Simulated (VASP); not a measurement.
# Ga3BAs4 (I-42m) in VASP: a series of runs, part 2 of 2

VASP 6.6.1.

### Step 3. Single point, PBE

This run uses another cell than the first one, of 20.84 Å³/atom.

File INCAR:

```
SYSTEM = Ga3BAs4
PREC = Accurate
ENCUT = 520
EDIFF = 1E-6
ISMEAR = 0
SIGMA = 0.02
LREAL = .False.
LASPH = .True.
NELM = 100
ALGO = Normal
ISIF = 2
LWAVE = .False.
LCHARG = .False.
GGA = PE
NBANDS = 41
```

File KPOINTS:

```
Automatic mesh
0
Gamma
  8 8 8
  0 0 0
```

File POSCAR:

```
Ga3BAs4
1.0
   -2.7587037252      2.7587037252      5.4755631891
    2.7587037252     -2.7587037252      5.4755631891
    2.7587037252      2.7587037252     -5.4755631891
Ga B As
3 1 4
Direct
    0.0000000000      0.0000000000      0.0000000000
    0.2500000000      0.7500000000      0.5000000000
    0.7500000000      0.2500000000      0.5000000000
    0.5000000000      0.5000000000      0.0000000000
    0.6056690125      0.6056690125      0.4407042455
    0.1649647670      0.1649647670      0.5592957545
    0.8350352330      0.3943309875      0.0000000000
    0.3943309875      0.8350352330      0.0000000000
```

Potentials or basis: VASP PAW PBE potentials, release 64 (Ga_d, B, As).

Run with:

```
> cat potpaw_PBE.64/Ga_d/POTCAR potpaw_PBE.64/B/POTCAR potpaw_PBE.64/As/POTCAR > POTCAR
> mpirun -np 1 vasp_std > vasp.out
```

OUTCAR:

```text
SYSTEM = Ga3BAs4
   PREC = Accurate
   ENCUT = 520
   EDIFF = 1E-6
   ISMEAR = 0
   LREAL = .False.
   LASPH = .True.
   NELM = 100
   ISIF = 2
   GGA = PE

 ion  position               nearest neighbor table
   1  0.000  0.000  0.000-   6 2.52   7 2.52   8 2.52   5 2.52
   2  0.250  0.750  0.500-   5 2.46   6 2.46   8 2.46   7 2.46
   3  0.750  0.250  0.500-   5 2.46   6 2.46   7 2.46   8 2.46
   4  0.500  0.500  0.000-   6 2.13   7 2.13   8 2.13   5 2.13
   5  0.606  0.606  0.441-   4 2.13   3 2.46   2 2.46   1 2.52
   6  0.165  0.165  0.559-   4 2.13   3 2.46   2 2.46   1 2.52
   7  0.835  0.394  0.000-   4 2.13   2 2.46   3 2.46   1 2.52
   8  0.394  0.835  0.000-   4 2.13   3 2.46   2 2.46   1 2.52

  LATTYP: Found a body centered tetragonal cell.
 ALAT       =     5.5174074504
 C/A-ratio  =     1.9848319118

  Lattice vectors:

 A1 = (  -2.7587037252,   2.7587037252,   5.4755631891)
 A2 = (   2.7587037252,  -2.7587037252,   5.4755631891)
 A3 = (   2.7587037252,   2.7587037252,  -5.4755631891)

Analysis of symmetry for initial positions (statically):
=====================================================================
 Subroutine PRICEL returns:
 Original cell was already a primitive cell.

 Routine SETGRP: Setting up the symmetry group for a
 body centered tetragonal supercell.

 Subroutine GETGRP returns: Found  8 space group operations
 (whereof  8 operations were pure point group operations)
 out of a pool of 16 trial point group operations.

The static configuration has the point symmetry D_2d.

Analysis of symmetry for dynamics (positions and initial velocities):
=====================================================================
 Subroutine PRICEL returns:
 Original cell was already a primitive cell.

 Routine SETGRP: Setting up the symmetry group for a
 body centered tetragonal supercell.

 Subroutine GETGRP returns: Found  8 space group operations
 (whereof  8 operations were pure point group operations)
 out of a pool of 16 trial point group operations.

The dynamic configuration has the point symmetry D_2d.

 Subroutine INISYM returns: Found  8 space group operations
 (whereof  8 operations are pure point group operations),
 and found     1 'primitive' translations

----------------------------------------------------------------------------------------

                                     Primitive cell

  volume of cell :     166.6859

  direct lattice vectors                    reciprocal lattice vectors
    -2.758703725  2.758703725  5.475563189     0.000000000  0.181244544  0.091314808
     2.758703725 -2.758703725  5.475563189     0.181244544  0.000000000  0.091314808
     2.758703725  2.758703725 -5.475563189     0.181244544  0.181244544  0.000000000

  length of vectors
     6.723294187  6.723294187  6.723294187     0.202948218  0.202948218  0.256318493

  position of ions in fractional coordinates (direct lattice)
     0.000000000  0.000000000  0.000000000
     0.250000000  0.750000000  0.500000000
     0.750000000  0.250000000  0.500000000
     0.500000000  0.500000000  0.000000000
     0.605669013  0.605669013  0.440704246
     0.164964767  0.164964767  0.559295754
     0.835035233  0.394330987  0.000000000
     0.394330987  0.835035233  0.000000000

  ion indices of the primitive-cell ions
   primitive index   ion index
[... 36 lines left out ...]
            Coordinates               Weight
  0.000000  0.000000  0.000000      1.000000
  0.125000  0.000000  0.000000      8.000000
  0.250000  0.000000  0.000000      8.000000
  0.375000  0.000000 -0.000000      8.000000
  0.500000  0.000000  0.000000      4.000000
  0.125000  0.125000  0.000000      8.000000
[... 16 lines left out ...]
  0.250000  0.125000  0.125000     16.000000
  0.375000  0.125000  0.125000      8.000000
 [... further k-points ...]
   k-points           NKPTS =     59   k-points in BZ     NKDIM =     59   number of bands    NBANDS=     41
   number of dos      NEDOS =    301   number of ions     NIONS =      8
   total plane-waves  NPLWV = 125000
   dimension x,y,z NGX =    50 NGY =   50 NGZ =   50
   dimension x,y,z NGXF=   100 NGYF=  100 NGZF=  100
   ions per type =               3   1   4
   NGX,Y,Z   is equivalent  to a cutoff of  12.36, 12.36, 12.36 a.u.
   NGXF,Y,Z  is equivalent  to a cutoff of  24.73, 24.73, 24.73 a.u.
 SYSTEM =  Ga3BAs4
   PREC   = accura    normal or accurate (medium, high low for compatibility)
   ISTART =      0    job   : 0-new  1-cont  2-samecut
   ICHARG =      2    charge: 1-file 2-atom 10-const
   ISPIN  =      1    spin polarized calculation?
   LNONCOLLINEAR =      F non collinear calculations
   LSORBIT =      F    spin-orbit coupling
   LASPH  =      T    aspherical Exc in radial PAW
   ENCUT  =  520.0 eV  38.22 Ry    6.18 a.u.  12.50 12.50 12.50*2*pi/ulx,y,z
   NELM   =    100;   NELMIN=  2; NELMDL= -5     # of ELM steps
   EDIFF  = 0.1E-05   stopping-criterion for ELM
   LREAL  =      F    real-space projection
   EDIFFG = 0.1E-04   stopping-criterion for IOM
   NSW    =      0    number of steps for IOM
   IBRION =     -1    ionic relax: 0-MD 1-quasi-New 2-CG
   NFREE  =      0    steps in history (QN), initial steepest desc. (CG)
   ISIF   =      2    stress and relaxation
   ISYM   =      2    0-nonsym 1-usesym 2-fastsym
   POTIM  = 0.5000    time-step for ionic-motion
   TEBEG  =    0.0;   TEEND  =   0.0 temperature during run
   PSTRESS=    0.0 pullay stress
   NELECT =      62.0000    total number of electrons
   NUPDOWN=      -1.0000    fix difference up-down
   EMIN   =  10.00;   EMAX   =-10.00  energy-range for DOS
   EFERMI =   0.00;   METHOD = LEGACY
   ISMEAR =     0;   SIGMA  =   0.02  broadening in eV -4-tet -1-fermi 0-gaus
   EFERMI_NEDOS =   21; number of points for ismear=-14 and -15
   IALGO  =     38    algorithm
   IMIX   =      4    mixing-type and parameters
     AMIX     =   0.40;   BMIX     =  1.00
     AMIX_MAG =   1.60;   BMIX_MAG =  1.00
  volume/ion in A,a.u.               =      20.84       140.61
  Fermi-wavevector in a.u.,A,eV,Ry     =   1.177350  2.224870 18.859772  1.386154
  Thomas-Fermi vector in A             =   2.313699
   LORBIT       =      0    0 simple, 1 ext, 2 COOP (PROOUT), +10 PAW based schemes
   GGA     = PE    functional components
   LHFCALC =     F    Hartree Fock is set to
   AEXX    =    0.0000 exact exchange contribution
   IVDW    =     0    specifies the selected vdW correction
   LEPSILON=     F    determine dielectric tensor
   LRPA    =     F    only Hartree local field effects (RPA)
 non-spin polarized calculation
 Gauss-broadening in eV      SIGMA  =   0.02
  energy-cutoff  :      520.00
  volume of cell :      166.69
 maximum number of plane-waves:      4510
 NGX is ok and might be reduce to    50
   NGX = 25   NGY = 25   NGZ = 25

 number of electron      61.9999983 magnetization

 Free energy of the ion-electron system (eV)
  ---------------------------------------------------
  ext. energy  EPLUGINS =         0.00000000
  ---------------------------------------------------
  free energy    TOTEN  =       -35.65590879 eV

  energy without entropy =      -35.65590879  energy(sigma->0) =      -35.65590879

 E-fermi :   4.3173     XC(G=0):  -9.6980

 val. band max:        4.1687543529   @ k =   0.0000   0.0000   0.0000
 cond. band min:       4.8321586300   @ k =   0.0000   0.0000   0.0000
 fundamental gap:      0.6634042771
 Fermi energy:         4.3172858800

 k-point     1 :       0.0000    0.0000    0.0000
  band No.  band energies     occupation
      1     -10.7820      2.00000
      2     -10.7820      2.00000
      3     -10.7776      2.00000
      4     -10.7288      2.00000
      5     -10.6836      2.00000
      6     -10.6806      2.00000
[... 1045 lines left out ...]
     40       9.4102      0.00000
     41       9.4630      0.00000

 [... further k-points ...]
[... 5 lines left out ...]
  --------------------------------------------------------------------------------------
  -------------------------------------------------------------------------------------
  Total        0.2254706      0.2254706      0.2287416      0.0000000     -0.0000000      0.0000000
  in kB        2.1672131      2.1672131      2.1986532      0.0000000     -0.0000000      0.0000000
  external PRESSURE =       2.1776931 kB  Pullay stress =       0.0000000 kB

 VOLUME and BASIS-vectors are now :
 -----------------------------------------------------------------------------
  energy-cutoff  :      520.00
  volume of cell :      166.69
      direct lattice vectors                 reciprocal lattice vectors
    -2.758703725  2.758703725  5.475563189     0.000000000  0.181244544  0.091314808
     2.758703725 -2.758703725  5.475563189     0.181244544  0.000000000  0.091314808
     2.758703725  2.758703725 -5.475563189     0.181244544  0.181244544  0.000000000

 POSITION                                       TOTAL-FORCE (eV/Angst)
 -----------------------------------------------------------------------------------
      0.00000      0.00000      0.00000         0.000000     -0.000000     -0.000000
      2.75870      0.00000      2.73778         0.000000     -0.000000     -0.000000
      0.00000      2.75870      2.73778        -0.000000     -0.000000     -0.000000
      0.00000      0.00000      5.47556        -0.000000     -0.000000     -0.000000
      1.21577      1.21577      4.21965         0.006543      0.006543     -0.008527
      1.54293      1.54293     -1.25591        -0.006543     -0.006543     -0.008527
     -1.21577      1.21577      6.73147        -0.006543      0.006543      0.008527
      1.21577     -1.21577      6.73147         0.006543     -0.006543      0.008527
 -----------------------------------------------------------------------------------
    total drift:                               -0.000013     -0.000013     -0.000005

  FREE ENERGIE OF THE ION-ELECTRON SYSTEM (eV)
  ---------------------------------------------------
  free  energy   TOTEN  =       -35.6559087881 eV

  energy  without entropy=      -35.6559087881  energy(sigma->0) =      -35.65590879
```

It took 14 min on 1 thread of Intel Xeon 8259CL, shared host; peak memory 0.57 GiB.

Results:

```
Free energy            : -35.6559 eV
Pressure               : 0.2 GPa
Largest force          : 0.013 eV/Å
Band gap on the k mesh : 0.66 eV
```

Forces on the atoms (eV/Å):
```
Ga   0.000  0.000  0.000
Ga   0.000  0.000  0.000
Ga   0.000  0.000  0.000
B    0.000  0.000  0.000
As   0.007  0.007 -0.009
As  -0.007 -0.007 -0.009
As  -0.007  0.007  0.009
As   0.007 -0.007  0.009
```

Levels at points of the mesh, in eV from the valence-band top:
| k point | band 28 | band 29 | band 30 | band 31 | band 32 | band 33 | band 34 | band 35 |
| --- | --- | --- | --- | --- | --- | --- | --- | --- |
| (0.00, 0.00, 0.00) | -2.63 | -0.12 | 0.00 | 0.00 | 0.66 | 1.18 | 1.38 | 3.21 |
| (0.50, 0.00, 0.00) | -2.27 | -2.18 | -1.52 | -1.13 | 2.63 | 2.91 | 3.04 | 3.41 |
| (0.50, 0.50, 0.00) | -1.42 | -1.12 | -0.95 | -0.78 | 0.76 | 1.07 | 2.23 | 3.16 |
| (0.50, 0.50, 0.50) | -1.92 | -1.92 | -1.51 | -1.51 | 1.27 | 1.36 | 1.53 | 1.53 |

Caveat: semilocal functionals underestimate gaps, and a narrow one can read as zero. A k mesh can miss the band edges.
